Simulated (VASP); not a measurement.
# In (I4/mmm) in VASP: relaxation of shape and atoms at fixed volume with r2SCAN

Aim: the relaxation of shape and atoms at fixed volume of In with r2SCAN.

Everything below comes from runs of VASP 6.6.1. Logs are shortened: lines on timing, memory, paths and dates and some standing lists are left out, and cuts for length are marked.

## (1) The cell of the first run

The structure is tetragonal, space group I4/mmm (No. 139). Conventional cell: a = 3.257 Å, b = 3.257 Å, c = 5.100 Å, α = 90.00°, β = 90.00°, γ = 90.00°. In (site symmetry 4/mmm) has 12 In at 3.26 to 3.44 Å within 4.3 Å.

## (2) Relaxation of shape and atoms at fixed volume, r2SCAN (27.05 Å³/atom)

The input, POSCAR:

```
In
1.0
   -1.6283625779      1.6283625779      2.5501879426
    1.6283625779     -1.6283625779      2.5501879426
    1.6283625779      1.6283625779     -2.5501879426
In
1
Direct
    0.0000000000      0.0000000000      0.0000000000
```

The input, INCAR.step1:

```
PREC = Accurate
ENCUT = 600
ISMEAR = 0
SIGMA = 0.05
LREAL = False
LASPH = True
NELM = 60
GGA = PE
ALGO = Normal
EDIFF = 1E-4
LWAVE = True
LCHARG = False
```

The input, INCAR.step2:

```
PREC = Accurate
ENCUT = 600
EDIFF = 1E-7
ISMEAR = 0
SIGMA = 0.05
LREAL = False
LASPH = True
NELM = 60
ALGO = Normal
ISIF = 4
LWAVE = False
LCHARG = False
METAGGA = R2SCAN
LMIXTAU = True
IBRION = 2
NSW = 60
EDIFFG = -0.01
ISTART = 1
```

The input, KPOINTS:

```
Automatic mesh
0
Gamma
  18 18 18
```

Potentials or basis: VASP PAW PBE potentials, release 64 (In_d).

Launch:

```console
$ cat potpaw_PBE.64/In_d/POTCAR > POTCAR
$ cp INCAR.step1 INCAR
$ mpirun -np 1 vasp_std > vasp.out
$ cp INCAR.step2 INCAR
$ mpirun -np 1 vasp_std > vasp.out
```

OUTCAR:

```text
PREC = Accurate
   ENCUT = 600
   EDIFF = 1E-7
   ISMEAR = 0
   LREAL = False
   LASPH = True
   NELM = 60
   ISIF = 4
   METAGGA = R2SCAN
   IBRION = 2
   NSW = 60
   EDIFFG = -0.01
   ISTART = 1

 ion  position               nearest neighbor table
   1  0.000  0.000  0.000-

  LATTYP: Found a body centered tetragonal cell.
 ALAT       =     3.2567251558
 C/A-ratio  =     1.5661057170

  Lattice vectors:

 A1 = (  -1.6283625779,   1.6283625779,   2.5501879426)
 A2 = (   1.6283625779,  -1.6283625779,   2.5501879426)
 A3 = (   1.6283625779,   1.6283625779,  -2.5501879426)

Analysis of symmetry for initial positions (statically):
=====================================================================
 Subroutine PRICEL returns:
 Original cell was already a primitive cell.

 Routine SETGRP: Setting up the symmetry group for a
 body centered tetragonal supercell.

 Subroutine GETGRP returns: Found 16 space group operations
 (whereof 16 operations were pure point group operations)
 out of a pool of 16 trial point group operations.

The static configuration has the point symmetry D_4h.

Analysis of symmetry for dynamics (positions and initial velocities):
=====================================================================
 Subroutine PRICEL returns:
 Original cell was already a primitive cell.

 Routine SETGRP: Setting up the symmetry group for a
 body centered tetragonal supercell.

 Subroutine GETGRP returns: Found 16 space group operations
 (whereof 16 operations were pure point group operations)
 out of a pool of 16 trial point group operations.

The dynamic configuration has the point symmetry D_4h.

 Subroutine INISYM returns: Found 16 space group operations
 (whereof 16 operations are pure point group operations),
 and found     1 'primitive' translations

----------------------------------------------------------------------------------------

                                     Primitive cell

  volume of cell :      27.0480

  direct lattice vectors                    reciprocal lattice vectors
    -1.628362578  1.628362578  2.550187943     0.000000000  0.307056921  0.196063981
     1.628362578 -1.628362578  2.550187943     0.307056921  0.000000000  0.196063981
     1.628362578  1.628362578 -2.550187943     0.307056921  0.307056921  0.000000000

  length of vectors
[... 140 lines left out ...]

 VOLUME and BASIS-vectors are now :
 -----------------------------------------------------------------------------
  energy-cutoff  :      600.00
  volume of cell :       27.05
      direct lattice vectors                 reciprocal lattice vectors
    -1.628362578  1.628362578  2.550187943     0.000000000  0.307056921  0.196063981
     1.628362578 -1.628362578  2.550187943     0.307056921  0.000000000  0.196063981
     1.628362578  1.628362578 -2.550187943     0.307056921  0.307056921  0.000000000

 POSITION                                       TOTAL-FORCE (eV/Angst)
 -----------------------------------------------------------------------------------
      0.00000      0.00000      0.00000         0.000000     -0.000000      0.000000
 -----------------------------------------------------------------------------------
    total drift:                                0.000000      0.000000      0.000000

  FREE ENERGIE OF THE ION-ELECTRON SYSTEM (eV)
  ---------------------------------------------------
  free  energy   TOTEN  =       -22.5722611199 eV

  energy  without entropy=      -22.5719118952  energy(sigma->0) =      -22.57208651

--------------------------------------- Ionic step        2  -------------------------------------------

 number of electron      13.0000001 magnetization

 Free energy of the ion-electron system (eV)
  ---------------------------------------------------
  ext. energy  EPLUGINS =         0.00000000
  ---------------------------------------------------
  free energy    TOTEN  =       -22.57226932 eV

  energy without entropy =      -22.57191515  energy(sigma->0) =      -22.57209224

 E-fermi :   7.1151     XC(G=0): -10.8992

 val. band max:        7.1050740796   @ k =  -0.4444   0.4444   0.2222
 cond. band min:       7.1265593101   @ k =  -0.4444  -0.4444   0.1667
 fundamental gap:      0.0214852305
 Fermi energy:         7.1150969487

 k-point     1 :       0.0000    0.0000    0.0000
  band No.  band energies     occupation
      1      -8.1903      2.00000
      2      -8.0434      2.00000
      3      -8.0434      2.00000
      4      -8.0089      2.00000
      5      -7.8576      2.00000
      6      -2.6903      2.00000
      7      17.9512      0.00000
      8      17.9512      0.00000
      9      18.1787      0.00000
     10      19.2933      0.00000
[... 287 lines left out ...]
 k-point    24 :      -0.2222    0.0556    0.0000
  band No.  band energies     occupation
      1      -8.1274      2.00000
      2      -8.0808      2.00000
      3      -8.0015      2.00000
      4      -7.9458      2.00000
      5      -7.8836      2.00000
      6      -1.6558      2.00000
      7      11.9201      0.00000
      8      15.6237      0.00000
      9      17.0682      0.00000
     10      19.3989      0.00000

 [... further k-points ...]

------------------------ aborting loop because EDIFF is reached ----------------------------------------

  FORCE on cell =-STRESS in cart. coord.  units (eV):
  Direction    XX          YY          ZZ          XY          YZ          ZX
  --------------------------------------------------------------------------------------
  -------------------------------------------------------------------------------------
  Total       -0.2091599     -0.2091599     -0.2008963      0.0000000      0.0000000      0.0000000
  in kB      -12.3895263    -12.3895263    -11.9000323      0.0000000      0.0000000      0.0000000
  external PRESSURE =     -12.2263617 kB  Pullay stress =       0.0000000 kB

 VOLUME and BASIS-vectors are now :
 -----------------------------------------------------------------------------
  energy-cutoff  :      600.00
  volume of cell :       27.05
      direct lattice vectors                 reciprocal lattice vectors
    -1.627897070  1.627897070  2.551646636     0.000000000  0.307144726  0.195951897
     1.627897070 -1.627897070  2.551646636     0.307144726  0.000000000  0.195951897
     1.627897070  1.627897070 -2.551646636     0.307144726  0.307144726  0.000000000

 POSITION                                       TOTAL-FORCE (eV/Angst)
 -----------------------------------------------------------------------------------
     -1.62790      1.62790      2.55165         0.000000      0.000000      0.000000
 -----------------------------------------------------------------------------------
    total drift:                               -0.000000     -0.000000      0.000000

  FREE ENERGIE OF THE ION-ELECTRON SYSTEM (eV)
  ---------------------------------------------------
  free  energy   TOTEN  =       -22.5722693199 eV

  energy  without entropy=      -22.5719151503  energy(sigma->0) =      -22.57209224

 reached required accuracy - stopping structural energy minimisation
```

OUTCAR.step1:

```text
PREC = Accurate
   ENCUT = 600
   ISMEAR = 0
   LREAL = False
   LASPH = True
   NELM = 60
[... 527 lines left out ...]

 POSITION                                       TOTAL-FORCE (eV/Angst)
 -----------------------------------------------------------------------------------
      0.00000      0.00000      0.00000         0.000000      0.000000      0.000000
 -----------------------------------------------------------------------------------
    total drift:                                0.000000     -0.000000      0.000000

  FREE ENERGIE OF THE ION-ELECTRON SYSTEM (eV)
  ---------------------------------------------------
  free  energy   TOTEN  =        -2.5581610565 eV

  energy  without entropy=       -2.5575687055  energy(sigma->0) =       -2.55786488
```

It took 13 min on 1 thread of Oxide Virtual Turin-like, shared host; peak memory 0.26 GiB.

What came out:

| Property | Result |
| --- | --- |
| Free energy | -22.5723 eV |
| Energy gained by relaxing | 0.0 meV/atom |
| Ionic steps | 2 |
| Pressure after relaxing | -1.2 GPa |
| Band gap on the k mesh | zero (an odd number of electrons rules out a gap without spin polarisation) |

Final structure:
```
CELL_PARAMETERS angstrom
-1.62790 1.62790 2.55165
1.62790 -1.62790 2.55165
1.62790 1.62790 -2.55165
ATOMIC_POSITIONS crystal
In 0.00000 0.00000 0.00000
```

Levels at points of the mesh, in eV from the Fermi level:
| k point | band 2 | band 3 | band 4 | band 5 | band 6 | band 7 | band 8 | band 9 | band 10 |
| --- | --- | --- | --- | --- | --- | --- | --- | --- | --- |
| (0.00, 0.00, 0.00) | -15.16 | -15.16 | -15.12 | -14.97 | -9.81 | 10.84 | 10.84 | 11.06 | 12.18 |
| (0.50, 0.00, 0.00) | -15.26 | -15.14 | -14.92 | -14.87 | -4.44 | -3.43 | 7.34 | 9.75 | 11.24 |
| (0.50, 0.50, 0.00) | -15.33 | -14.91 | -14.91 | -14.78 | -1.97 | -1.46 | 3.38 | 4.13 | 7.28 |
| (0.50, 0.50, 0.50) | -15.33 | -14.89 | -14.87 | -14.87 | -3.35 | -2.93 | 5.19 | 5.19 | 8.53 |

Caveat: the PAW data sets were made with another functional, which shifts forces and pressure a little; spin-orbit coupling is left out, which moves the levels of the heavy elements.

The gap in the log of VASP goes by the Fermi energy; the results here count the filled bands.